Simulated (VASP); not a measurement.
Runs of VASP 6.6.1 on MgPb2N2. The structure is that of space group P-3m1 (No. 164), or close to it. The cells are those of the table. 

| cell | gap on the mesh (eV) | pressure (GPa) | largest force (eV/Å) |
| --- | --- | --- | --- |
| a = 3.487, b = 3.487, c = 8.736 Å, angles 90.0, 90.0, 120.0°, 5 atoms | - | -6.4 | (b) |
| a = 3.438, b = 3.438, c = 8.987 Å, angles 90.0, 90.0, 120.0°, 5 atoms | (a) | -6.4 | 0.18 |
| a = 3.581, b = 3.581, c = 8.287 Å, angles 90.0, 90.0, 120.0°, 5 atoms | none | -6.5 | 0.63 |
| a = 3.192, b = 3.192, c = 10.429 Å, angles 90.0, 90.0, 120.0°, 5 atoms | 0.04 | -4.7 | 2.37 |
| a = 3.654, b = 3.654, c = 7.958 Å, angles 90.0, 90.0, 120.0°, 5 atoms | none | -6.5 | 0.85 |

Alike in all rows: task single point; level LDA; potentials or basis VASP PAW LDA potentials, release 64 (Mg, Pb_d, N); no spin polarisation; k mesh 12 × 12 × 4; cutoff (eV) 520; smearing gaussian 0.05 eV.

Question: Estimate the missing entries.

Answer: (a) 0.27; (b) 0.15.

Caveats: spin-orbit coupling is left out, which moves the levels of the heavy elements; forces of over 1 eV/Å act on the atoms, so gaps and moduli don't describe the material at rest (some runs).

A k mesh can miss the band edges, and the runs leave out spin-orbit coupling on Pb.

A gap of «none» marks levels without a gap at the run's occupations.
